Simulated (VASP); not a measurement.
# KF (R-3m) in VASP: notebook

The runs below take KF through single point, with LDA.

All numbers are computed with VASP 6.6.1; they aren't measurements. Logs are shortened: lines on timing, memory, paths and dates and some standing lists are left out, and cuts for length are marked.

## (1) The cell of the first run

The structure is trigonal, space group R-3m (No. 166). Conventional cell: a = 3.592 Å, b = 3.592 Å, c = 8.942 Å, α = 90.00°, β = 90.00°, γ = 120.00°. Within 3.4 Å of K (site symmetry -3m) lie 6 F at 2.55 Å. Within 3.4 Å of F (site symmetry -3m) lie 6 K at 2.55 Å.

## (2) Single point, LDA

INCAR reads:

```
SYSTEM = KF
PREC     = Accurate       ! precision mode
ENCUT    = 520            ! plane-wave cutoff, eV
EDIFF    = 1E-6           ! SCF threshold, eV
ISMEAR   = 0              ! smearing method
SIGMA    = 0.05           ! smearing width, eV
LREAL    = .False.        ! projectors in reciprocal space
LASPH    = .True.         ! aspherical terms in the spheres
NELM     = 80             ! most SCF steps
ALGO     = Normal         ! electronic algorithm
ISIF     = 2              ! what is computed and relaxed
LWAVE    = .False.        ! write WAVECAR
LCHARG   = .False.        ! write CHGCAR
NBANDS   = 15             ! bands
```

KPOINTS reads:

```
Automatic mesh
0
Gamma
  8 8 8
  0 0 0
```

POSCAR reads:

```
KF
1.0
    0.0274344518      2.5676614747      2.5676614747
    2.5676614747      0.0274344518      2.5676614747
    2.5676614747      2.5676614747      0.0274344518
K F
1 1
Direct
    0.0000000000      0.0000000000      0.0000000000
    0.5000000000      0.5000000000      0.5000000000
```

Potentials or basis: VASP PAW LDA potentials, release 64 (K_sv, F).

Started as:

```sh
> cat potpaw_LDA.64/K_sv/POTCAR potpaw_LDA.64/F/POTCAR > POTCAR
> mpirun -np 1 vasp_std > vasp.out
```

OUTCAR:

```text
SYSTEM = KF
   PREC = Accurate
   ENCUT = 520
   EDIFF = 1E-6
   ISMEAR = 0
   LREAL = .False.
   LASPH = .True.
   NELM = 80
   ISIF = 2

 ion  position               nearest neighbor table
   1  0.000  0.000  0.000-   2 2.55   2 2.55   2 2.55   2 2.55   2 2.55   2 2.55
   2  0.500  0.500  0.500-   1 2.55   1 2.55   1 2.55   1 2.55   1 2.55   1 2.55

  LATTYP: Found a trigonal (rhomboedric) cell.
 ALAT       =     3.6313253154
 COS(alpha) =     0.5106554578

  Lattice vectors:

 A1 = (   0.0274344518,   2.5676614747,   2.5676614747)
 A2 = (   2.5676614747,   0.0274344518,   2.5676614747)
 A3 = (   2.5676614747,   2.5676614747,   0.0274344518)

Analysis of symmetry for initial positions (statically):
=====================================================================
 Subroutine PRICEL returns:
 Original cell was already a primitive cell.

 Routine SETGRP: Setting up the symmetry group for a
 trigonal (rhombohedral) supercell.

 Subroutine GETGRP returns: Found 12 space group operations
 (whereof 12 operations were pure point group operations)
 out of a pool of 12 trial point group operations.

The static configuration has the point symmetry D_3d.

Analysis of symmetry for dynamics (positions and initial velocities):
=====================================================================
 Subroutine PRICEL returns:
 Original cell was already a primitive cell.

 Routine SETGRP: Setting up the symmetry group for a
 trigonal (rhombohedral) supercell.

 Subroutine GETGRP returns: Found 12 space group operations
 (whereof 12 operations were pure point group operations)
 out of a pool of 12 trial point group operations.

The dynamic configuration has the point symmetry D_3d.

 Subroutine INISYM returns: Found 12 space group operations
 (whereof 12 operations are pure point group operations),
 and found     1 'primitive' translations

----------------------------------------------------------------------------------------

                                     Primitive cell

  volume of cell :      33.3140

  direct lattice vectors                    reciprocal lattice vectors
     0.027434452  2.567661475  2.567661475    -0.197878754  0.195786848  0.195786848
     2.567661475  0.027434452  2.567661475     0.195786848 -0.197878754  0.195786848
     2.567661475  2.567661475  0.027434452     0.195786848  0.195786848 -0.197878754

  length of vectors
     3.631325315  3.631325315  3.631325315     0.340324817  0.340324817  0.340324817

  position of ions in fractional coordinates (direct lattice)
     0.000000000  0.000000000  0.000000000
     0.500000000  0.500000000  0.500000000

  ion indices of the primitive-cell ions
[... 89 lines left out ...]
   EFERMI =   0.00;   METHOD = LEGACY
   ISMEAR =     0;   SIGMA  =   0.05  broadening in eV -4-tet -1-fermi 0-gaus
   EFERMI_NEDOS =   21; number of points for ismear=-14 and -15
   IALGO  =     38    algorithm
   IMIX   =      4    mixing-type and parameters
     AMIX     =   0.40;   BMIX     =  1.00
     AMIX_MAG =   1.60;   BMIX_MAG =  1.00
  volume/ion in A,a.u.               =      16.66       112.41
  Fermi-wavevector in a.u.,A,eV,Ry     =   1.282053  2.422728 22.363342  1.643659
  Thomas-Fermi vector in A             =   2.414387
   LORBIT       =      0    0 simple, 1 ext, 2 COOP (PROOUT), +10 PAW based schemes
   GGA     = CA    functional components
   LHFCALC =     F    Hartree Fock is set to
   AEXX    =    0.0000 exact exchange contribution
   IVDW    =     0    specifies the selected vdW correction
   LEPSILON=     F    determine dielectric tensor
   LRPA    =     F    only Hartree local field effects (RPA)
 non-spin polarized calculation
 Gauss-broadening in eV      SIGMA  =   0.05
  energy-cutoff  :      520.00
  volume of cell :       33.31
 maximum number of plane-waves:       911
   NGX = 13   NGY = 13   NGZ = 13

 number of electron      15.9999994 magnetization

 Free energy of the ion-electron system (eV)
  ---------------------------------------------------
  ext. energy  EPLUGINS =         0.00000000
  ---------------------------------------------------
  free energy    TOTEN  =        -9.06294639 eV

  energy without entropy =       -9.06294639  energy(sigma->0) =       -9.06294639

 E-fermi :  -2.5701     XC(G=0):  -9.7698

 val. band max:       -2.8112486735   @ k =   0.0000   0.0000   0.0000
 cond. band min:       3.7179305600   @ k =   0.0000   0.0000   0.0000
 fundamental gap:      6.5291792335
 Fermi energy:        -2.5700731735

 k-point     1 :       0.0000    0.0000    0.0000
  band No.  band energies     occupation
      1     -28.1338      2.00000
      2     -21.1012      2.00000
      3     -11.4800      2.00000
      4     -11.4620      2.00000
      5     -11.4620      2.00000
      6      -2.8253      2.00000
      7      -2.8112      2.00000
      8      -2.8112      2.00000
      9       3.7179      0.00000
     10       7.9111      0.00000
     11       8.0989      0.00000
     12       8.0989      0.00000
     13       9.9734      0.00000
     14       9.9734      0.00000
[... 401 lines left out ...]
      2     -21.2348      2.00000
      3     -11.7327      2.00000
      4     -11.6138      2.00000
      5     -11.4714      2.00000
      6      -3.5482      2.00000
      7      -3.2146      2.00000
      8      -2.9777      2.00000
      9       6.0192      0.00000
     10       7.2077      0.00000
     11       9.2828      0.00000
     12       9.3507      0.00000
     13      11.0322      0.00000
     14      11.3375      0.00000
     15      16.6420      0.00000

 [... further k-points ...]

------------------------ aborting loop because EDIFF is reached ----------------------------------------

  FORCE on cell =-STRESS in cart. coord.  units (eV):
  Direction    XX          YY          ZZ          XY          YZ          ZX
  --------------------------------------------------------------------------------------
  -------------------------------------------------------------------------------------
  Total        0.3748978      0.3748978      0.3748978     -0.0285218     -0.0285218     -0.0285218
  in kB       18.0300396     18.0300396     18.0300396     -1.3717046     -1.3717046     -1.3717046
  external PRESSURE =      18.0300396 kB  Pullay stress =       0.0000000 kB

 VOLUME and BASIS-vectors are now :
 -----------------------------------------------------------------------------
  energy-cutoff  :      520.00
  volume of cell :       33.31
      direct lattice vectors                 reciprocal lattice vectors
     0.027434452  2.567661475  2.567661475    -0.197878754  0.195786848  0.195786848
     2.567661475  0.027434452  2.567661475     0.195786848 -0.197878754  0.195786848
     2.567661475  2.567661475  0.027434452     0.195786848  0.195786848 -0.197878754

 POSITION                                       TOTAL-FORCE (eV/Angst)
 -----------------------------------------------------------------------------------
      0.00000      0.00000      0.00000         0.000000      0.000000      0.000000
      2.58138      2.58138      2.58138        -0.000000     -0.000000     -0.000000
 -----------------------------------------------------------------------------------
    total drift:                                0.000000      0.000000      0.000000

  FREE ENERGIE OF THE ION-ELECTRON SYSTEM (eV)
  ---------------------------------------------------
  free  energy   TOTEN  =        -9.0629463942 eV

  energy  without entropy=       -9.0629463942  energy(sigma->0) =       -9.06294639
```

OSZICAR:

```text
N       E                     dE             d eps       ncg     rms          rms(c)
DAV:   1     0.118870739841E+03    0.11887E+03   -0.83085E+03  1950   0.106E+03
DAV:   2    -0.538695695379E+01   -0.12426E+03   -0.11129E+03  2497   0.298E+02
DAV:   3    -0.101152853491E+02   -0.47283E+01   -0.46999E+01  2562   0.530E+01
DAV:   4    -0.102379336545E+02   -0.12265E+00   -0.12261E+00  2548   0.841E+00
DAV:   5    -0.102399943992E+02   -0.20607E-02   -0.20607E-02  2635   0.892E-01    0.647E+00
DAV:   6    -0.913286653713E+01    0.11071E+01   -0.30046E+00  2080   0.161E+01    0.507E+00
DAV:   7    -0.908789328221E+01    0.44973E-01   -0.73643E-02  2489   0.221E+00    0.301E+00
DAV:   8    -0.906293438817E+01    0.24959E-01   -0.44168E-02  2461   0.208E+00    0.217E-01
DAV:   9    -0.906287187266E+01    0.62516E-04   -0.31157E-03  2258   0.474E-01    0.971E-02
DAV:  10    -0.906295023197E+01   -0.78359E-04   -0.28222E-04  2594   0.189E-01    0.439E-02
DAV:  11    -0.906294261167E+01    0.76203E-05   -0.32820E-05  2653   0.694E-02    0.137E-02
DAV:  12    -0.906294629921E+01   -0.36875E-05   -0.25791E-06  2139   0.160E-02    0.169E-03
DAV:  13    -0.906294639420E+01   -0.94985E-07   -0.26165E-07  1598   0.470E-03
   1 F= -.90629464E+01 E0= -.90629464E+01  d E =-.124952E-13
```

It took 12 s on 1 thread of Intel Xeon 6975P-C (Granite Rapids), shared host; peak memory 0.15 GiB.

What came out:

```yaml
Free_energy: -9.0629 eV
Pressure: 1.8 GPa
Band_gap_on_the_k_mesh: 6.53 eV, direct
```

## (3) Single point, LDA

INCAR reads:

```
ALGO = Normal ; EDIFF = 1E-6
ENCUT = 520 ; GGA = CA
ISIF = 2 ; ISMEAR = 0
LASPH = True ; LCHARG = True
LELF = True ; LREAL = False
LVHAR = True ; LWAVE = False
NBANDS = 15 ; NELM = 80
PREC = Accurate ; SIGMA = 0.05
```

KPOINTS reads:

```
k-points
0
Gamma
  8 8 8
```

POSCAR reads:

```
KF
1.0
   -0.0272160472      2.5403355781      2.5403355781
    2.5403355781     -0.0272160472      2.5403355781
    2.5403355781      2.5403355781     -0.0272160472
K F
1 1
Direct
    0.0000000000      0.0000000000      0.0000000000
    0.5000000000      0.5000000000      0.5000000000
```

Potentials or basis: VASP PAW LDA potentials, release 64 (K_sv, F).

Started as:

```sh
> cat potpaw_LDA.64/K_sv/POTCAR potpaw_LDA.64/F/POTCAR > POTCAR
> mpirun -np 1 vasp_std > vasp.out
```

OUTCAR:

```text
EDIFF = 1E-6
   ENCUT = 520
   GGA = CA
   ISIF = 2
   ISMEAR = 0
   LASPH = True
   LREAL = False
   NELM = 80
   PREC = Accurate

 ion  position               nearest neighbor table
   1  0.000  0.000  0.000-   2 2.55   2 2.55   2 2.55   2 2.55   2 2.55   2 2.55
   2  0.500  0.500  0.500-   1 2.55   1 2.55   1 2.55   1 2.55   1 2.55   1 2.55

  LATTYP: Found a trigonal (rhomboedric) cell.
 ALAT       =     3.5926801154
 COS(alpha) =     0.4892583576

  Lattice vectors:

[... 619 lines left out ...]
------------------------ aborting loop because EDIFF is reached ----------------------------------------

  FORCE on cell =-STRESS in cart. coord.  units (eV):
  Direction    XX          YY          ZZ          XY          YZ          ZX
  --------------------------------------------------------------------------------------
  -------------------------------------------------------------------------------------
  Total        0.3748093      0.3748093      0.3748093      0.0261264      0.0261264      0.0261264
  in kB       18.0257845     18.0257845     18.0257845      1.2565021      1.2565021      1.2565021
  external PRESSURE =      18.0257845 kB  Pullay stress =       0.0000000 kB

 VOLUME and BASIS-vectors are now :
 -----------------------------------------------------------------------------
  energy-cutoff  :      520.00
  volume of cell :       33.31
      direct lattice vectors                 reciprocal lattice vectors
    -0.027216047  2.540335578  2.540335578    -0.193689264  0.195786839  0.195786839
     2.540335578 -0.027216047  2.540335578     0.195786839 -0.193689264  0.195786839
     2.540335578  2.540335578 -0.027216047     0.195786839  0.195786839 -0.193689264

 POSITION                                       TOTAL-FORCE (eV/Angst)
 -----------------------------------------------------------------------------------
      0.00000      0.00000      0.00000         0.000000     -0.000000     -0.000000
      2.52673      2.52673      2.52673        -0.000000      0.000000      0.000000
 -----------------------------------------------------------------------------------
    total drift:                                0.000000      0.000000      0.000000

  FREE ENERGIE OF THE ION-ELECTRON SYSTEM (eV)
  ---------------------------------------------------
  free  energy   TOTEN  =        -9.0629596736 eV

  energy  without entropy=       -9.0629596736  energy(sigma->0) =       -9.06295967
```

OSZICAR:

```text
N       E                     dE             d eps       ncg     rms          rms(c)
DAV:   1     0.118089650910E+03    0.11809E+03   -0.82666E+03  1958   0.106E+03
DAV:   2    -0.540766348703E+01   -0.12350E+03   -0.10902E+03  2450   0.294E+02
DAV:   3    -0.101218611370E+02   -0.47142E+01   -0.46875E+01  2638   0.529E+01
DAV:   4    -0.102364481941E+02   -0.11459E+00   -0.11457E+00  2445   0.830E+00
DAV:   5    -0.102399938819E+02   -0.35457E-02   -0.35457E-02  2752   0.110E+00    0.647E+00
DAV:   6    -0.913287658817E+01    0.11071E+01   -0.30072E+00  2052   0.161E+01    0.507E+00
DAV:   7    -0.908789983589E+01    0.44977E-01   -0.73982E-02  2517   0.221E+00    0.301E+00
DAV:   8    -0.906294038416E+01    0.24959E-01   -0.44122E-02  2454   0.208E+00    0.216E-01
DAV:   9    -0.906288394315E+01    0.56441E-04   -0.31034E-03  2251   0.473E-01    0.968E-02
DAV:  10    -0.906296322899E+01   -0.79286E-04   -0.28011E-04  2601   0.188E-01    0.439E-02
DAV:  11    -0.906295588276E+01    0.73462E-05   -0.32541E-05  2562   0.692E-02    0.137E-02
DAV:  12    -0.906295957889E+01   -0.36961E-05   -0.25890E-06  2146   0.161E-02    0.170E-03
DAV:  13    -0.906295967358E+01   -0.94687E-07   -0.26628E-07  1654   0.475E-03
   1 F= -.90629597E+01 E0= -.90629597E+01  d E =-.142950E-13
```

stdout:

```text
POSCAR found type information on POSCAR K F
 POSCAR found :  2 types and       2 ions
 scaLAPACK will be used
 LDA part: xc-table for (Slater(with rela. corr.)+CA(PZ))
 , standard interpolation
 POSCAR, INCAR and KPOINTS ok, starting setup
 FFT: planning ... GRIDC
 FFT: planning ... GRID_SOFT
 FFT: planning ... GRID
 WAVECAR not read
 entering main loop
```

Run time: 13 s. Hardware: 1 thread of Intel Xeon 6975P-C (Granite Rapids), shared host; peak memory 0.15 GiB.

Results:

```
Free energy            : -9.0630 eV
Pressure               : 1.8 GPa
Band gap on the k mesh : 6.53 eV, direct
```

Levels at points of the mesh, in eV from the valence-band top:
```
           k point  band 6  band 7  band 8  band 9  band 10  band 11
(0.00, 0.00, 0.00)   -0.01   -0.01    0.00    6.53    10.78    10.78
(0.50, 0.00, 0.00)   -1.03   -0.52   -0.49    9.31    11.22    12.51
(0.50, 0.50, 0.00)   -0.11   -0.02   -0.01    7.94    10.89    12.50
(0.50, 0.50, 0.50)   -1.03   -0.54   -0.54    9.36    11.29    12.63
```

A k mesh can miss the band edges. Expect the measured gap to be larger: semilocal functionals such as LDA lack the derivative discontinuity.
